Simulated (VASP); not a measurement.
# ZnO in VASP: single point with PBE

Aim: the single point of ZnO with PBE.

All numbers are computed with VASP 6.6.1; they aren't measurements. Logs are shortened: lines on timing, memory, paths and dates and some standing lists are left out, and cuts for length are marked.

### Step 1. The cell of the first run

The cell holds a slab with vacuum, 24 atoms: a = 5.680 Å, b = 5.680 Å, c = 30.743 Å, α = 90.00°, β = 90.00°, γ = 120.00°.

### Step 2. Single point, PBE

INCAR reads:

```
SYSTEM = ZnO
PREC = Accurate ; ENCUT = 520
EDIFF = 1E-6 ; ISMEAR = 0
SIGMA = 0.1 ; LREAL = Auto
LASPH = .True. ; NELM = 100
ALGO = Normal ; ISIF = 2
LWAVE = .False. ; LCHARG = .False.
LDIPOL = .True. ; IDIPOL = 3
DIPOL = 0.5 0.5 0.386 ; GGA = PE
NBANDS = 126 ; LUSENCCL = .False.
```

KPOINTS reads:

```
Automatic mesh
0
Gamma
  6 6 1
  0 0 0
```

POSCAR reads:

```
ZnO
1.0
    5.6802178820      0.0000000000      0.0000000000
   -2.8401089410      4.9192129848      0.0000000000
    0.0000000000      0.0000000000     30.7430190997
O Zn
12 12
Direct
    0.3333291958      0.3333382849      0.2548253590
    0.6666618971      0.0000046299      0.2548335128
   -0.0000044317      0.6666713830      0.2542954237
    0.0000063982      0.3344121230      0.3344196529
    0.3322548004     -0.0010579130      0.3344196634
    0.6677248584      0.6666605521      0.3344196804
    0.3333282283      0.3333387606      0.4178138261
    0.6666615446      0.0000055213      0.4178035453
   -0.0000049894      0.6666719195      0.4192991593
   -0.0000392227      0.3287679891      0.5032326996
    0.3378981551      0.0045439831      0.5032325177
    0.6621234858      0.6667066802      0.5032323370
    0.0000017202      0.3338073323      0.2644210143
    0.3328595178     -0.0004583502      0.2644210428
    0.6671254217      0.6666653408      0.2644210460
    0.3333286675      0.3333382696      0.3504398457
    0.6666620119      0.0000049786      0.3504315212
   -0.0000046227      0.6666715492      0.3514463649
   -0.0000334713      0.3302071734      0.4366401340
    0.3364595256      0.0031084808      0.4366400662
    0.6635586440      0.6667005753      0.4366400282
    0.3333283346      0.3333405201      0.5270034735
    0.6666597655      0.0000059051      0.5271282207
   -0.0000058563      0.6666725653      0.5196643664
```

Potentials or basis: VASP PAW PBE potentials, release 64 (O, Zn).

Command:

```
cat potpaw_PBE.64/O/POTCAR potpaw_PBE.64/Zn/POTCAR > POTCAR
mpirun -np 1 vasp_std > vasp.out
```

OUTCAR:

```text
SYSTEM = ZnO
   PREC = Accurate
   ENCUT = 520
   EDIFF = 1E-6
   ISMEAR = 0
   LREAL = Auto
   LASPH = .True.
   NELM = 100
   ISIF = 2
   GGA = PE

 ion  position               nearest neighbor table
   1  0.333  0.333  0.255-  15 1.92  14 1.92  13 1.92
   2  0.667  0.000  0.255-  14 1.92  15 1.92  13 1.92
   3  1.000  0.667  0.254-  13 1.92  14 1.92  15 1.92
   4  0.000  0.334  0.334-  18 1.96  16 1.96  17 1.96  13 2.15
   5  0.332  0.999  0.334-  18 1.96  16 1.96  17 1.96  14 2.15
   6  0.668  0.667  0.334-  18 1.96  16 1.96  17 1.96  15 2.15
   7  0.333  0.333  0.418-  20 1.97  19 1.97  21 1.97  16 2.07
   8  0.667  0.000  0.418-  21 1.97  19 1.97  20 1.97  17 2.07
   9  1.000  0.667  0.419-  20 1.98  19 1.98  21 1.98  18 2.09
[... 10 lines left out ...]
  20  0.336  0.003  0.437-   8 1.97   7 1.97   9 1.98  11 2.05
  21  0.664  0.667  0.437-   8 1.97   7 1.97   9 1.98  12 2.05
  22  0.333  0.333  0.527-  10 2.02  12 2.02  11 2.02
  23  0.667  0.000  0.527-  11 2.02  10 2.02  12 2.02
  24  1.000  0.667  0.520-  10 1.98  11 1.98  12 1.98

  LATTYP: Found a hexagonal cell.
 ALAT       =     5.6802178820
 C/A-ratio  =     5.4122957496

  Lattice vectors:

 A1 = (   5.6802178820,   0.0000000000,   0.0000000000)
 A2 = (  -2.8401089410,   4.9192129848,   0.0000000000)
 A3 = (   0.0000000000,   0.0000000000,  30.7430190997)

Analysis of symmetry for initial positions (statically):
=====================================================================
 Subroutine PRICEL returns:
 Original cell was already a primitive cell.

 Routine SETGRP: Setting up the symmetry group for a
 hexagonal supercell.

 Subroutine GETGRP returns: Found  3 space group operations
 (whereof  1 operations were pure point group operations)
 out of a pool of 24 trial point group operations.

The static configuration has the point symmetry C_1 .
 The point group associated with its full space group is C_3 .

Analysis of symmetry for dynamics (positions and initial velocities):
=====================================================================
 Subroutine PRICEL returns:
 Original cell was already a primitive cell.

 Routine SETGRP: Setting up the symmetry group for a
 hexagonal supercell.

 Subroutine GETGRP returns: Found  3 space group operations
 (whereof  1 operations were pure point group operations)
 out of a pool of 24 trial point group operations.

The dynamic configuration has the point symmetry C_1 .
 The point group associated with its full space group is C_3 .

[... 136 lines left out ...]
   NELECT =     216.0000    total number of electrons
   NUPDOWN=      -1.0000    fix difference up-down
   EMIN   =  10.00;   EMAX   =-10.00  energy-range for DOS
   EFERMI =   0.00;   METHOD = LEGACY
   ISMEAR =     0;   SIGMA  =   0.10  broadening in eV -4-tet -1-fermi 0-gaus
   EFERMI_NEDOS =   21; number of points for ismear=-14 and -15
   IALGO  =     38    algorithm
   IMIX   =      4    mixing-type and parameters
     AMIX     =   0.40;   BMIX     =  1.00
     AMIX_MAG =   1.60;   BMIX_MAG =  1.00
  volume/ion in A,a.u.               =      35.79       241.54
  Fermi-wavevector in a.u.,A,eV,Ry     =   1.033294  1.952642 14.526879  1.067695
  Thomas-Fermi vector in A             =   2.167533
   LORBIT       =      0    0 simple, 1 ext, 2 COOP (PROOUT), +10 PAW based schemes
   GGA     = PE    functional components
   LHFCALC =     F    Hartree Fock is set to
   AEXX    =    0.0000 exact exchange contribution
   IVDW    =     0    specifies the selected vdW correction
   LEPSILON=     F    determine dielectric tensor
   LRPA    =     F    only Hartree local field effects (RPA)
 non-spin polarized calculation
 Gauss-broadening in eV      SIGMA  =   0.10
  energy-cutoff  :      520.00
  volume of cell :      859.03
 maximum number of plane-waves:     23184
   NGX = 21   NGY = 21   NGZ =115

 dipolmoment           0.000000      0.000000      1.650324 electrons x Angstroem

 number of electron     216.0000186 magnetization

 dipolmoment           0.000000      0.000000     -0.538383 electrons x Angstroem

 Free energy of the ion-electron system (eV)
  ---------------------------------------------------
  ext. energy  EPLUGINS =         0.00000000
  ---------------------------------------------------
  free energy    TOTEN  =      -101.73192129 eV

  energy without entropy =     -101.69776331  energy(sigma->0) =     -101.71484230

 E-fermi :  -2.8628     XC(G=0):  -4.2133

 val. band max:       -2.9189388791   @ k =   0.3333   0.0000   0.0000
 cond. band min:      -2.8369586199   @ k =   0.1667   0.1667   0.0000
 fundamental gap:      0.0819802592
 Fermi energy:        -2.8628107695

 k-point     1 :       0.0000    0.0000    0.0000
  band No.  band energies     occupation
      1     -22.1542      2.00000
      2     -21.6681      2.00000
      3     -21.6681      2.00000
      4     -20.9859      2.00000
      5     -20.5033      2.00000
      6     -20.4846      2.00000
[... 973 lines left out ...]
    119       2.4289      0.00000
    120       2.4289      0.00000
 [bands above 120 left out]

------------------------ aborting loop because EDIFF is reached ----------------------------------------

 vacuum level on the upper side and lower side of the slab       (xc-potential included)        -1.753         1.703

  FORCE on cell =-STRESS in cart. coord.  units (eV):
  Direction    XX          YY          ZZ          XY          YZ          ZX
  --------------------------------------------------------------------------------------
  -------------------------------------------------------------------------------------
  Total        0.6060315      0.6060315      1.2740376      0.0000002      0.0000000     -0.0000000
  in kB        1.1303128      1.1303128      2.3762148      0.0000003      0.0000000     -0.0000000
  external PRESSURE =       1.5456135 kB  Pullay stress =       0.0000000 kB

 VOLUME and BASIS-vectors are now :
 -----------------------------------------------------------------------------
  energy-cutoff  :      520.00
  volume of cell :      859.03
      direct lattice vectors                 reciprocal lattice vectors
     5.680217882  0.000000000  0.000000000     0.176049585  0.101642275 -0.000000000
    -2.840108941  4.919212985  0.000000000     0.000000000  0.203284550  0.000000000
     0.000000000  0.000000000 30.743019100     0.000000000 -0.000000000  0.032527710

 POSITION                                       TOTAL-FORCE (eV/Angst)
 -----------------------------------------------------------------------------------
      0.94667      1.63976      7.83410         0.000000      0.000000     -0.016613
      3.78677      0.00002      7.83435         0.000000      0.000000     -0.016771
      3.78677      3.27950      7.81781         0.000000      0.000000     -0.031908
     -0.94973      1.64504     10.28107         0.000810     -0.001797      0.162912
     -0.94982      4.91401     10.28107         0.001151      0.001600      0.162912
      1.89943      3.27945     10.28107        -0.001961      0.000197      0.162912
[... 16 lines left out ...]
      3.78676      0.00003     16.20551         0.000000      0.000000     -1.061640
      3.78676      3.27950     15.97605         0.000000      0.000000     -0.766819
 -----------------------------------------------------------------------------------
    total drift:                                0.072843     -0.028935      0.012999

  FREE ENERGIE OF THE ION-ELECTRON SYSTEM (eV)
  ---------------------------------------------------
  free  energy   TOTEN  =      -101.7319212877 eV

  energy  without entropy=     -101.6977633093  energy(sigma->0) =     -101.71484230

 vacuum level on the upper side and lower side of the slab         0.430         3.954
```

OSZICAR:

```text
N       E                     dE             d eps       ncg     rms          rms(c)
DAV:   1     0.217540128115E+04    0.21754E+04   -0.97438E+04  2032   0.174E+03
DAV:   2     0.343802984736E+03   -0.18316E+04   -0.17372E+04  2208   0.433E+02
DAV:   3    -0.876413394176E+02   -0.43144E+03   -0.42496E+03  2326   0.205E+02
[... 28 lines left out ...]
DAV:  32    -0.101731906100E+03   -0.17040E-04   -0.33640E-06  1796   0.102E-02    0.582E-03
DAV:  33    -0.101731909757E+03   -0.36570E-05   -0.40867E-07  1386   0.856E-03    0.456E-03
DAV:  34    -0.101731919412E+03   -0.96551E-05   -0.88442E-07  1252   0.121E-02    0.315E-03
DAV:  35    -0.101731921152E+03   -0.17392E-05   -0.16114E-06  1442   0.737E-03    0.236E-03
DAV:  36    -0.101731921288E+03   -0.13621E-06   -0.37336E-07  1226   0.239E-03
   1 F= -.10173192E+03 E0= -.10171484E+03  d E =-.341580E-01
```

Wall time 7 min (1 × NVIDIA H100 80GB with 1 thread of AMD EPYC 7R13 (Zen 3), shared host); peak memory 1.9 GiB.

Results:

```
Free energy            : -101.7319 eV
Largest force          : 1.345 eV/Å
Band gap on the k mesh : zero (bands 108 and 109 overlap by 0.43 eV)
```

Forces in eV/Å, atoms in the order of the input:
```
O    0.000  0.000 -0.017
O    0.000  0.000 -0.017
O    0.000  0.000 -0.032
O    0.001 -0.002  0.163
O    0.001  0.002  0.163
O   -0.002  0.000  0.163
O    0.000  0.000  0.473
O    0.000  0.000  0.472
O    0.000  0.000  0.493
O   -0.018  0.027  1.345
O   -0.015 -0.029  1.345
O    0.032  0.002  1.345
Zn  -0.001  0.002 -0.040
Zn  -0.001 -0.002 -0.040
Zn   0.002  0.000 -0.040
Zn   0.000  0.000 -0.322
Zn   0.000  0.000 -0.323
Zn   0.000  0.000 -0.317
Zn  -0.002  0.003 -0.643
Zn  -0.001 -0.003 -0.643
Zn   0.003  0.000 -0.643
Zn   0.000  0.000 -1.056
Zn   0.000  0.000 -1.062
Zn   0.000  0.000 -0.767
```

Levels at points of the mesh, in eV from the Fermi level:
```
           k point  band 105  band 106  band 107  band 108  band 109  band 110  band 111  band 112
(0.00, 0.00, 0.00)     -0.20     -0.08     -0.08      0.37      0.37      1.62      2.39      2.54
(0.50, 0.00, 0.00)     -0.70     -0.23     -0.17     -0.17      0.30      0.56      1.91      3.49
```

The gap in the log of VASP goes by the Fermi energy; the results here count the filled bands.